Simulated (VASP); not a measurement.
# HgTe (I4/mmm) in VASP: single point with LDA

Aim: the single point of HgTe with LDA.

Program: VASP 6.6.1. These are calculated values, not measurements. Logs are shortened: lines on timing, memory, paths and dates and some standing lists are left out, and cuts for length are marked.

**1. The cell of the first run**

The structure is tetragonal, space group I4/mmm (No. 139). Conventional cell: a = 4.132 Å, b = 4.132 Å, c = 5.960 Å, α = 90.00°, β = 90.00°, γ = 90.00°. Hg (site symmetry 4/mmm) has 6 Te at 2.92 to 2.98 Å within 3.8 Å. Within 3.8 Å of Te (site symmetry 4/mmm) lie 6 Hg at 2.92 to 2.98 Å.

**2. Single point, LDA (zz strain of +2 %)**

File INCAR:

```
PREC     = Accurate       # precision mode
ENCUT    = 500            # plane-wave cutoff, eV
EDIFF    = 1E-6           # SCF threshold, eV
ISMEAR   = -1             # smearing method
SIGMA    = 0.08           # smearing width, eV
LREAL    = F              # projectors in reciprocal space
LASPH    = T              # aspherical terms in the spheres
NELM     = 120            # most SCF steps
ALGO     = Normal         # electronic algorithm
ISIF     = 2              # what is computed and relaxed
LWAVE    = F              # write WAVECAR
LCHARG   = T              # write CHGCAR
LELF     = T              # ELF
LVHAR    = T            
NBANDS   = 16             # bands
GGA_COMPAT= F
```

File KPOINTS:

```
regular mesh
0
Gamma
  10 10 10
```

File POSCAR:

```
HgTe
1.0
    0.0000000000      2.9215000000      2.9799300000
    2.9215000000      0.0000000000      2.9799300000
    2.9215000000      2.9215000000      0.0000000000
Hg Te
1 1
Direct
    0.0000000000      0.0000000000      0.0000000000
    0.5000000000      0.5000000000      0.5000000000
```

Potentials or basis: VASP PAW LDA potentials, release 64 (Hg, Te).

Run with:

```sh
$ cat potpaw_LDA.64/Hg/POTCAR potpaw_LDA.64/Te/POTCAR > POTCAR
$ mpirun -np 1 vasp_std > vasp.out
```

OUTCAR:

```text
PREC = Accurate
   ENCUT = 500
   EDIFF = 1E-6
   ISMEAR = -1
   LREAL = F
   LASPH = T
   NELM = 120
   ISIF = 2

 ion  position               nearest neighbor table
   1  0.000  0.000  0.000-   2 2.92   2 2.92   2 2.92   2 2.92   2 2.98   2 2.98
   2  0.500  0.500  0.500-   1 2.92   1 2.92   1 2.92   1 2.92   1 2.98   1 2.98

  LATTYP: Found a body centered tetragonal cell.
 ALAT       =     4.1316249225
 C/A-ratio  =     1.4424978336

  Lattice vectors:

 A1 = (  -2.9215000000,   0.0000000000,   2.9799300000)
 A2 = (   2.9215000000,   0.0000000000,   2.9799300000)
 A3 = (   0.0000000000,   2.9215000000,  -2.9799300000)

Analysis of symmetry for initial positions (statically):
=====================================================================
 Subroutine PRICEL returns:
 Original cell was already a primitive cell.

 Routine SETGRP: Setting up the symmetry group for a
 body centered tetragonal supercell.

 Subroutine GETGRP returns: Found 16 space group operations
 (whereof 16 operations were pure point group operations)
 out of a pool of 16 trial point group operations.

The static configuration has the point symmetry D_4h.

Analysis of symmetry for dynamics (positions and initial velocities):
=====================================================================
 Subroutine PRICEL returns:
 Original cell was already a primitive cell.

 Routine SETGRP: Setting up the symmetry group for a
 body centered tetragonal supercell.

 Subroutine GETGRP returns: Found 16 space group operations
 (whereof 16 operations were pure point group operations)
 out of a pool of 16 trial point group operations.

The dynamic configuration has the point symmetry D_4h.

 Subroutine INISYM returns: Found 16 space group operations
 (whereof 16 operations are pure point group operations),
 and found     1 'primitive' translations

----------------------------------------------------------------------------------------

                                     Primitive cell

  volume of cell :      50.8684

  direct lattice vectors                    reciprocal lattice vectors
     0.000000000  2.921500000  2.979930000    -0.171144960  0.171144960  0.167789176
     2.921500000  0.000000000  2.979930000     0.171144960 -0.171144960  0.167789176
     2.921500000  2.921500000  0.000000000     0.171144960  0.171144960 -0.167789176

  length of vectors
     4.173145703  4.173145703  4.131624922     0.294507049  0.294507049  0.294507049

  position of ions in fractional coordinates (direct lattice)
     0.000000000  0.000000000  0.000000000
     0.500000000  0.500000000  0.500000000

  ion indices of the primitive-cell ions
   primitive index   ion index
                 1           1
                 2           2

----------------------------------------------------------------------------------------

 KPOINTS: regular mesh

Automatic generation of k-mesh.
 Grid dimensions read from file:
 generate k-points for:   10   10   10

 Generating k-lattice:

  Cartesian coordinates                     Fractional coordinates (reciprocal lattice)
    -0.017114496  0.017114496  0.016778918     0.100000000  0.000000000  0.000000000
     0.017114496 -0.017114496  0.016778918     0.000000000  0.100000000  0.000000000
     0.017114496  0.017114496 -0.016778918    -0.000000000 -0.000000000  0.100000000

  Length of vectors
     0.029450705  0.029450705  0.029450705

  Shift w.r.t. Gamma in fractional coordinates (k-lattice)
     0.000000000  0.000000000  0.000000000

 Subroutine IBZKPT returns following result:
 ===========================================

 Found    102 irreducible k-points:

 Following reciprocal coordinates:
            Coordinates               Weight
  0.000000  0.000000  0.000000      1.000000
  0.100000 -0.000000  0.000000      8.000000
  0.200000 -0.000000  0.000000      8.000000
  0.300000 -0.000000  0.000000      8.000000
  0.400000 -0.000000  0.000000      8.000000
  0.500000 -0.000000  0.000000      4.000000
[... 16 lines left out ...]
  0.300000  0.300000  0.000000      2.000000
  0.400000  0.300000  0.000000      8.000000
 [... further k-points ...]
   k-points           NKPTS =    102   k-points in BZ     NKDIM =    102   number of bands    NBANDS=     16
   number of dos      NEDOS =    301   number of ions     NIONS =      2
   total plane-waves  NPLWV =  27000
   dimension x,y,z NGX =    30 NGY =   30 NGZ =   30
   dimension x,y,z NGXF=    60 NGYF=   60 NGZF=   60
   ions per type =               1   1
   NGX,Y,Z   is equivalent  to a cutoff of  11.95, 11.95, 12.07 a.u.
   NGXF,Y,Z  is equivalent  to a cutoff of  23.90, 23.90, 24.14 a.u.
 SYSTEM =  unknown system
   PREC   = accura    normal or accurate (medium, high low for compatibility)
   ISTART =      0    job   : 0-new  1-cont  2-samecut
   ICHARG =      2    charge: 1-file 2-atom 10-const
   ISPIN  =      1    spin polarized calculation?
   LNONCOLLINEAR =      F non collinear calculations
   LSORBIT =      F    spin-orbit coupling
   LASPH  =      T    aspherical Exc in radial PAW
   ENCUT  =  500.0 eV  36.75 Ry    6.06 a.u.   7.61  7.61  7.53*2*pi/ulx,y,z
   NELM   =    120;   NELMIN=  2; NELMDL= -5     # of ELM steps
   EDIFF  = 0.1E-05   stopping-criterion for ELM
   LREAL  =      F    real-space projection
   EDIFFG = 0.1E-04   stopping-criterion for IOM
   NSW    =      0    number of steps for IOM
   IBRION =     -1    ionic relax: 0-MD 1-quasi-New 2-CG
   NFREE  =      0    steps in history (QN), initial steepest desc. (CG)
   ISIF   =      2    stress and relaxation
   ISYM   =      2    0-nonsym 1-usesym 2-fastsym
   POTIM  = 0.5000    time-step for ionic-motion
   TEBEG  =    0.0;   TEEND  =   0.0 temperature during run
   PSTRESS=    0.0 pullay stress
   NELECT =      18.0000    total number of electrons
   NUPDOWN=      -1.0000    fix difference up-down
   EMIN   =  10.00;   EMAX   =-10.00  energy-range for DOS
   EFERMI =   0.00;   METHOD = LEGACY
   ISMEAR =    -1;   SIGMA  =   0.08  broadening in eV -4-tet -1-fermi 0-gaus
   EFERMI_NEDOS =   21; number of points for ismear=-14 and -15
   IALGO  =     38    algorithm
   IMIX   =      4    mixing-type and parameters
     AMIX     =   0.40;   BMIX     =  1.00
     AMIX_MAG =   1.60;   BMIX_MAG =  1.00
  volume/ion in A,a.u.               =      25.43       171.64
  Fermi-wavevector in a.u.,A,eV,Ry     =   1.157932  2.188174 18.242780  1.340806
  Thomas-Fermi vector in A             =   2.294539
   LORBIT       =      0    0 simple, 1 ext, 2 COOP (PROOUT), +10 PAW based schemes
   GGA     = CA    functional components
   LHFCALC =     F    Hartree Fock is set to
   AEXX    =    0.0000 exact exchange contribution
   IVDW    =     0    specifies the selected vdW correction
   LEPSILON=     F    determine dielectric tensor
   LRPA    =     F    only Hartree local field effects (RPA)
 non-spin polarized calculation
  energy-cutoff  :      500.00
  volume of cell :       50.87
 maximum number of plane-waves:      1311
   NGX = 15   NGY = 15   NGZ = 15

 number of electron      18.0000000 magnetization

 Free energy of the ion-electron system (eV)
  ---------------------------------------------------
  ext. energy  EPLUGINS =         0.00000000
  ---------------------------------------------------
  free energy    TOTEN  =        -4.91638644 eV

  energy without entropy =       -4.90257075  energy(sigma->0) =       -4.90947860

 E-fermi :   5.5195     XC(G=0): -10.6549

 val. band max:        5.5001187707   @ k =   0.5000   0.1000   0.0000
 cond. band min:       5.5910692853   @ k =  -0.3000   0.0000   0.2000
 fundamental gap:      0.0909505147
 Fermi energy:         5.5195208821

 k-point     1 :       0.0000    0.0000    0.0000
  band No.  band energies     occupation
      1      -7.3734      2.00000
      2      -1.6546      2.00000
      3      -1.6178      2.00000
      4      -1.6054      2.00000
      5      -1.5508      2.00000
      6      -1.5508      2.00000
[... 8 lines left out ...]
     15      13.3979      0.00000
     16      13.6516      0.00000

 k-point     2 :       0.1000   -0.0000    0.0000
  band No.  band energies     occupation
      1      -7.2680      2.00000
      2      -1.7008      2.00000
      3      -1.6621      2.00000
      4      -1.6027      2.00000
      5      -1.5513      2.00000
      6      -1.5352      2.00000
[... 8 lines left out ...]
     15      13.6308      0.00000
     16      13.6786      0.00000

 k-point     3 :       0.2000   -0.0000    0.0000
  band No.  band energies     occupation
      1      -6.9642      2.00000
      2      -1.8250      2.00000
      3      -1.7797      2.00000
      4      -1.6558      2.00000
      5      -1.5052      2.00000
      6      -1.4845      2.00000
[... 8 lines left out ...]
     15      14.1275      0.00000
     16      14.1347      0.00000

 k-point     4 :       0.3000   -0.0000    0.0000
  band No.  band energies     occupation
      1      -6.5091      2.00000
      2      -1.9714      2.00000
      3      -1.9208      2.00000
      4      -1.8204      2.00000
      5      -1.4313      2.00000
      6      -1.4171      2.00000
[... 8 lines left out ...]
     15      14.8948      0.00000
     16      14.9529      0.00000

 k-point     5 :       0.4000   -0.0000    0.0000
  band No.  band energies     occupation
      1      -6.0274      2.00000
      2      -2.1620      2.00000
      3      -2.0834      2.00000
      4      -2.0132      2.00000
      5      -1.3686      2.00000
      6      -1.3608      2.00000
[... 8 lines left out ...]
     15      15.8709      0.00000
     16      15.9893      0.00000

 k-point     6 :       0.5000   -0.0000    0.0000
  band No.  band energies     occupation
      1      -5.7937      2.00000
      2      -2.3778      2.00000
      3      -2.1247      2.00000
      4      -2.0553      2.00000
      5      -1.3442      2.00000
      6      -1.3390      2.00000
[... 8 lines left out ...]
     15      16.5169      0.00000
     16      16.6726      0.00000

 k-point     7 :       0.1000    0.1000    0.0000
  band No.  band energies     occupation
      1      -7.2442      2.00000
      2      -1.7183      2.00000
      3      -1.6435      2.00000
      4      -1.6233      2.00000
      5      -1.5335      2.00000
      6      -1.5335      2.00000
[... 8 lines left out ...]
     15      14.6247      0.00000
     16      14.6247      0.00000

 k-point     8 :       0.2000    0.1000    0.0000
  band No.  band energies     occupation
      1      -7.0223      2.00000
      2      -1.8304      2.00000
      3      -1.6967      2.00000
      4      -1.6479      2.00000
      5      -1.5083      2.00000
      6      -1.4854      2.00000
[... 8 lines left out ...]
     15      14.5047      0.00000
     16      14.9765      0.00000

 k-point     9 :       0.3000    0.1000    0.0000
  band No.  band energies     occupation
      1      -6.6363      2.00000
      2      -1.9539      2.00000
      3      -1.8307      2.00000
      4      -1.7197      2.00000
      5      -1.4579      2.00000
      6      -1.4119      2.00000
[... 8 lines left out ...]
     15      14.8815      0.00000
     16      15.5145      0.00000
[... 172 lines left out ...]
 k-point    19 :       0.5000    0.2000    0.0000
  band No.  band energies     occupation
      1      -5.9388      2.00000
      2      -1.9798      2.00000
      3      -1.9473      2.00000
      4      -1.7844      2.00000
      5      -1.3104      2.00000
      6      -1.2999      2.00000
[... 8 lines left out ...]
     15      16.8642      0.00000
     16      17.4112      0.00000

 k-point    20 :      -0.4000    0.2000    0.0000
  band No.  band energies     occupation
      1      -5.8253      2.00000
      2      -2.1516      2.00000
      3      -2.0466      2.00000
      4      -1.7234      2.00000
      5      -1.3299      2.00000
      6      -1.2752      2.00000
[... 8 lines left out ...]
     15      15.6525      0.00000
     16      16.3855      0.00000

 k-point    21 :      -0.3000    0.2000    0.0000
  band No.  band energies     occupation
      1      -6.0157      2.00000
      2      -2.1969      2.00000
      3      -2.0794      2.00000
      4      -1.6758      2.00000
      5      -1.3792      2.00000
      6      -1.3032      2.00000
[... 8 lines left out ...]
     15      15.4964      0.00000
     16      17.2002      0.00000

 k-point    22 :      -0.2000    0.2000    0.0000
  band No.  band energies     occupation
      1      -6.3816      2.00000
      2      -2.0597      2.00000
      3      -2.0423      2.00000
      4      -1.6531      2.00000
      5      -1.4338      2.00000
      6      -1.3685      2.00000
[... 8 lines left out ...]
     15      15.2040      0.00000
     16      16.9145      0.00000

 k-point    23 :       0.3000    0.3000    0.0000
  band No.  band energies     occupation
      1      -6.4952      2.00000
      2      -1.8810      2.00000
      3      -1.7268      2.00000
      4      -1.5775      2.00000
      5      -1.3827      2.00000
      6      -1.3827      2.00000
[... 8 lines left out ...]
     15      17.4535      0.00000
     16      17.7138      0.00000

 k-point    24 :       0.4000    0.3000    0.0000
  band No.  band energies     occupation
      1      -6.2776      2.00000
      2      -1.7528      2.00000
      3      -1.7053      2.00000
      4      -1.6321      2.00000
      5      -1.3159      2.00000
      6      -1.3058      2.00000
[... 8 lines left out ...]
     15      17.7993      0.00000
     16      17.8054      0.00000

 [... further k-points ...]
[... 5 lines left out ...]
  --------------------------------------------------------------------------------------
  -------------------------------------------------------------------------------------
  Total        1.1277485      1.1277485      0.4183173      0.0000000      0.0000000      0.0000000
  in kB       35.5201660     35.5201660     13.1755435      0.0000000      0.0000000      0.0000000
  external PRESSURE =      28.0719585 kB  Pullay stress =       0.0000000 kB

 VOLUME and BASIS-vectors are now :
 -----------------------------------------------------------------------------
  energy-cutoff  :      500.00
  volume of cell :       50.87
      direct lattice vectors                 reciprocal lattice vectors
     0.000000000  2.921500000  2.979930000    -0.171144960  0.171144960  0.167789176
     2.921500000  0.000000000  2.979930000     0.171144960 -0.171144960  0.167789176
     2.921500000  2.921500000  0.000000000     0.171144960  0.171144960 -0.167789176

 POSITION                                       TOTAL-FORCE (eV/Angst)
 -----------------------------------------------------------------------------------
      0.00000      0.00000      0.00000         0.000000     -0.000000      0.000000
      2.92150      2.92150      2.97993        -0.000000      0.000000     -0.000000
 -----------------------------------------------------------------------------------
    total drift:                               -0.000000      0.000000      0.000000

  FREE ENERGIE OF THE ION-ELECTRON SYSTEM (eV)
  ---------------------------------------------------
  free  energy   TOTEN  =        -4.9163864431 eV

  energy  without entropy=       -4.9025707531  energy(sigma->0) =       -4.90947860
```

Wall time 89 s (1 thread of Intel Xeon 8259CL, shared host); peak memory 0.21 GiB.

What came out:

| Quantity | Value |
| --- | --- |
| Free energy | -4.9164 eV |
| Pressure | 2.8 GPa |
| Band gap on the k mesh | zero (bands 9 and 10 overlap by 3.16 eV) |

Caveat: the cell differs from its parent crystal (zz strain of +2 %); spin-orbit coupling is left out, which moves the levels of the heavy elements.
